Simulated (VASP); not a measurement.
# SnO2 (Pnnm) in VASP: further runs

Aim: see how the results for SnO2 move with the level of theory and the settings. Levels: PBE, r2SCAN. Tasks: single point.

Program: VASP 6.6.1. These are calculated values, not measurements. Logs are shortened: lines on timing, memory, paths and dates and some standing lists are left out, and cuts for length are marked.

### 1 The cell of the first run

It takes space group Pnnm (No. 58, orthorhombic). The conventional cell has a = 4.788 Å, b = 4.867 Å, c = 3.241 Å, α = 90.00°, β = 90.00°, γ = 90.00°. Sn (site symmetry 2/m) has 6 O at 2.09 Å within 2.8 Å. O (site symmetry m) has 3 Sn at 2.09 Å and 1 O at 2.64 Å within 2.8 Å.

### 2 Single point, PBE

Contents of INCAR:

```
SYSTEM = SnO2
ALGO = Normal
EDIFF = 1E-7
ENCUT = 520
GGA = PE
ISIF = 2
ISMEAR = -1
LASPH = .TRUE.
LCHARG = .FALSE.
LREAL = .FALSE.
LWAVE = .FALSE.
NBANDS = 35
NELM = 100
PREC = Accurate
SIGMA = 0.01
```

Contents of KPOINTS:

```
k-points
0
G
  7 7 10
  0 0 0
```

Contents of POSCAR:

```
SnO2
1.0
    4.7880040000      0.0000000000      0.0000000000
    0.0000000000      4.8665820000      0.0000000000
    0.0000000000      0.0000000000      3.2408980000
Sn O
2 4
Direct
    0.5000000000      0.5000000000      0.5000000000
    0.0000000000      0.0000000000      0.0000000000
    0.3041715946      0.3089045848      0.0000000000
    0.8041715946      0.1910954152      0.5000000000
    0.1958284054      0.8089045848      0.5000000000
    0.6958284054      0.6910954152      0.0000000000
```

Potentials or basis: VASP PAW PBE potentials, release 64 (Sn_d, O).

Command:

```bash
cat potpaw_PBE.64/Sn_d/POTCAR potpaw_PBE.64/O/POTCAR > POTCAR
mpirun -np 1 vasp_std > vasp.out
```

OUTCAR:

```text
SYSTEM = SnO2
   EDIFF = 1E-7
   ENCUT = 520
   GGA = PE
   ISIF = 2
   ISMEAR = -1
   LASPH = .TRUE.
   LREAL = .FALSE.
   NELM = 100
   PREC = Accurate

 ion  position               nearest neighbor table
   1  0.500  0.500  0.500-   3 2.09   6 2.09   3 2.09   6 2.09   5 2.09   4 2.09
   2  0.000  0.000  0.000-   4 2.09   5 2.09   4 2.09   5 2.09   3 2.09   6 2.09
   3  0.304  0.309  0.000-   1 2.09   1 2.09   2 2.09
   4  0.804  0.191  0.500-   2 2.09   2 2.09   1 2.09
   5  0.196  0.809  0.500-   2 2.09   2 2.09   1 2.09
   6  0.696  0.691  0.000-   1 2.09   1 2.09   2 2.09

  LATTYP: Found a simple orthorhombic cell.
 ALAT       =     3.2408980000
 B/A-ratio  =     1.4773695439
 C/A-ratio  =     1.5016152930

  Lattice vectors:

 A1 = (   0.0000000000,   0.0000000000,   3.2408980000)
 A2 = (   4.7880040000,   0.0000000000,   0.0000000000)
 A3 = (   0.0000000000,   4.8665820000,   0.0000000000)

Analysis of symmetry for initial positions (statically):
=====================================================================
 Subroutine PRICEL returns:
 Original cell was already a primitive cell.

 Routine SETGRP: Setting up the symmetry group for a
 simple orthorhombic supercell.

 Subroutine GETGRP returns: Found  8 space group operations
 (whereof  4 operations were pure point group operations)
 out of a pool of  8 trial point group operations.

The static configuration has the point symmetry C_2h.
 The point group associated with its full space group is D_2h.

Analysis of symmetry for dynamics (positions and initial velocities):
=====================================================================
 Subroutine PRICEL returns:
 Original cell was already a primitive cell.

 Routine SETGRP: Setting up the symmetry group for a
 simple orthorhombic supercell.

 Subroutine GETGRP returns: Found  8 space group operations
 (whereof  4 operations were pure point group operations)
 out of a pool of  8 trial point group operations.

The dynamic configuration has the point symmetry C_2h.
 The point group associated with its full space group is D_2h.

 Subroutine INISYM returns: Found  8 space group operations
 (whereof  4 operations are pure point group operations),
 and found     1 'primitive' translations

----------------------------------------------------------------------------------------

[... 101 lines left out ...]
   LREAL  =      F    real-space projection
   EDIFFG = 0.1E-05   stopping-criterion for IOM
   NSW    =      0    number of steps for IOM
   IBRION =     -1    ionic relax: 0-MD 1-quasi-New 2-CG
   NFREE  =      0    steps in history (QN), initial steepest desc. (CG)
   ISIF   =      2    stress and relaxation
   ISYM   =      2    0-nonsym 1-usesym 2-fastsym
   POTIM  = 0.5000    time-step for ionic-motion
   TEBEG  =    0.0;   TEEND  =   0.0 temperature during run
   PSTRESS=    0.0 pullay stress
   NELECT =      52.0000    total number of electrons
   NUPDOWN=      -1.0000    fix difference up-down
   EMIN   =  10.00;   EMAX   =-10.00  energy-range for DOS
   EFERMI =   0.00;   METHOD = LEGACY
   ISMEAR =    -1;   SIGMA  =   0.01  broadening in eV -4-tet -1-fermi 0-gaus
   EFERMI_NEDOS =   21; number of points for ismear=-14 and -15
   IALGO  =     38    algorithm
   IMIX   =      4    mixing-type and parameters
     AMIX     =   0.40;   BMIX     =  1.00
     AMIX_MAG =   1.60;   BMIX_MAG =  1.00
  volume/ion in A,a.u.               =      12.59        84.94
  Fermi-wavevector in a.u.,A,eV,Ry     =   1.445644  2.731871 28.434627  2.089886
  Thomas-Fermi vector in A             =   2.563802
   LORBIT       =      0    0 simple, 1 ext, 2 COOP (PROOUT), +10 PAW based schemes
   GGA     = PE    functional components
   LHFCALC =     F    Hartree Fock is set to
   AEXX    =    0.0000 exact exchange contribution
   IVDW    =     0    specifies the selected vdW correction
   LEPSILON=     F    determine dielectric tensor
   LRPA    =     F    only Hartree local field effects (RPA)
 non-spin polarized calculation
  energy-cutoff  :      520.00
  volume of cell :       75.52
 maximum number of plane-waves:      2060
 NGX is ok and might be reduce to    36
   NGX = 17   NGY = 19   NGZ = 13

 number of electron      52.0000002 magnetization

 Free energy of the ion-electron system (eV)
  ---------------------------------------------------
  ext. energy  EPLUGINS =         0.00000000
  ---------------------------------------------------
  free energy    TOTEN  =       -37.30937939 eV

  energy without entropy =      -37.30937939  energy(sigma->0) =      -37.30937939

 E-fermi :   5.6950     XC(G=0): -10.9730

 val. band max:        5.5187091997   @ k =   0.0000   0.0000   0.0000
 cond. band min:       6.1821238896   @ k =   0.0000   0.0000   0.0000
 fundamental gap:      0.6634146899
 Fermi energy:         5.6950382115

 k-point     1 :       0.0000    0.0000    0.0000
  band No.  band energies     occupation
      1     -15.5099      2.00000
      2     -14.8467      2.00000
      3     -14.6566      2.00000
      4     -14.6293      2.00000
      5     -14.6291      2.00000
      6     -14.5649      2.00000
[... 901 lines left out ...]
     34      17.6790      0.00000
     35      17.7620      0.00000

 [... further k-points ...]

------------------------ aborting loop because EDIFF is reached ----------------------------------------

  FORCE on cell =-STRESS in cart. coord.  units (eV):
  Direction    XX          YY          ZZ          XY          YZ          ZX
  --------------------------------------------------------------------------------------
  -------------------------------------------------------------------------------------
  Total        0.4462172     -0.0754395      0.2169538      0.0000000      0.0000000      0.0000000
  in kB        9.4670130     -1.6005366      4.6029251      0.0000000      0.0000000      0.0000000
  external PRESSURE =       4.1564672 kB  Pullay stress =       0.0000000 kB

 VOLUME and BASIS-vectors are now :
 -----------------------------------------------------------------------------
  energy-cutoff  :      520.00
  volume of cell :       75.52
      direct lattice vectors                 reciprocal lattice vectors
     4.788004000  0.000000000  0.000000000     0.208855298  0.000000000  0.000000000
     0.000000000  4.866582000  0.000000000     0.000000000  0.205483027  0.000000000
     0.000000000  0.000000000  3.240898000     0.000000000  0.000000000  0.308556456

 POSITION                                       TOTAL-FORCE (eV/Angst)
 -----------------------------------------------------------------------------------
      2.39400      2.43329      1.62045         0.000000      0.000000      0.000000
      0.00000      0.00000      0.00000         0.000000      0.000000      0.000000
      1.45637      1.50331      0.00000        -0.007088     -0.007073      0.000000
      3.85038      0.92998      1.62045        -0.007088      0.007073      0.000000
      0.93763      3.93660      1.62045         0.007088     -0.007073     -0.000000
      3.33163      3.36327      0.00000         0.007088      0.007073     -0.000000
 -----------------------------------------------------------------------------------
    total drift:                                0.000000      0.000000      0.000000

  FREE ENERGIE OF THE ION-ELECTRON SYSTEM (eV)
  ---------------------------------------------------
  free  energy   TOTEN  =       -37.3093793904 eV

  energy  without entropy=      -37.3093793904  energy(sigma->0) =      -37.30937939
```

Run time: 1.7 min. Hardware: 1 thread of Intel Xeon 6975P-C (Granite Rapids), shared host; peak memory 0.31 GiB.

Results:

| Quantity | Value |
| --- | --- |
| Free energy | -37.3094 eV |
| Pressure | 0.4 GPa |
| Largest force | 0.010 eV/Å |
| Band gap on the k mesh | 0.66 eV |

Forces on the atoms (eV/Å):
```
Sn   0.000  0.000  0.000
Sn   0.000  0.000  0.000
O   -0.007 -0.007  0.000
O   -0.007  0.007  0.000
O    0.007 -0.007  0.000
O    0.007  0.007  0.000
```

Stress tensor (GPa, compression positive):
```
 0.95  0.00  0.00
 0.00 -0.16  0.00
 0.00  0.00  0.46
```

Caveat: spin-orbit coupling is left out, which moves the levels of the heavy elements.

### 3 Single point, r2SCAN

Contents of POSCAR:

```
SnO2
1.0
    4.7880040000      0.0000000000      0.0000000000
    0.0000000000      4.8665820000      0.0000000000
    0.0000000000      0.0000000000      3.2408980000
Sn O
2 4
Direct
    0.5000000000      0.5000000000      0.5000000000
    0.0000000000      0.0000000000      0.0000000000
    0.3049876602      0.3087255275      0.0000000000
    0.8049876602      0.1912744725      0.5000000000
    0.1950123398      0.8087255275      0.5000000000
    0.6950123398      0.6912744725      0.0000000000
```

Contents of INCAR.step1:

```
PREC = Accurate
ENCUT = 520
ISMEAR = -1
SIGMA = 0.01
LREAL = False
LASPH = True
NELM = 60
NBANDS = 35
GGA = PE
ALGO = Normal
EDIFF = 1E-4
LWAVE = True
LCHARG = False
```

Contents of INCAR.step2:

```
PREC = Accurate
ENCUT = 520
EDIFF = 1E-6
ISMEAR = -1
SIGMA = 0.01
LREAL = False
LASPH = True
NELM = 60
ALGO = Normal
ISIF = 2
LWAVE = False
LCHARG = True
METAGGA = R2SCAN
LMIXTAU = True
LELF = True
LVHAR = True
NBANDS = 35
ISTART = 1
```

Contents of KPOINTS:

```
Automatic mesh
0
Gamma
  7 7 10
```

Potentials or basis: VASP PAW PBE potentials, release 64 (Sn_d, O).

Command:

```bash
cat potpaw_PBE.64/Sn_d/POTCAR potpaw_PBE.64/O/POTCAR > POTCAR
cp INCAR.step1 INCAR
mpirun -np 1 vasp_std > vasp.out
cp INCAR.step2 INCAR
mpirun -np 1 vasp_std > vasp.out
```

It took 5.3 min on 1 thread of Intel Xeon 6975P-C (Granite Rapids), shared host; peak memory 0.32 GiB.

The run converged. Its results:

```yaml
Free_energy: -84.5757 eV
Pressure: -6.8 GPa
Largest_force: 0.026 eV/Å
Band_gap_on_the_k_mesh: 1.34 eV
```

Forces on the atoms (eV/Å):
```
Sn   0.000  0.000  0.000
Sn   0.000  0.000  0.000
O   -0.016 -0.021  0.000
O   -0.016  0.021  0.000
O    0.016 -0.021  0.000
O    0.016  0.021  0.000
```

Stress tensor (GPa, compression positive):
```
-5.67  0.00  0.00
 0.00 -7.05  0.00
 0.00  0.00 -7.69
```

Levels at points of the mesh, in eV from the valence-band top:
```
           k point  band 22  band 23  band 24  band 25  band 26  band 27  band 28  band 29  band 30  band 31
(0.00, 0.00, 0.00)    -1.24    -1.20    -0.77    -0.70     0.00     1.34     6.40     6.79     6.88    10.93
(0.00, 0.00, 0.50)    -2.52    -1.56    -1.56    -1.21    -1.21     6.39     6.39    10.23    10.23    11.24
```

Caveat: the cell stands under tension; the PAW data sets were made with another functional, which shifts forces and pressure a little; spin-orbit coupling is left out, which moves the levels of the heavy elements.
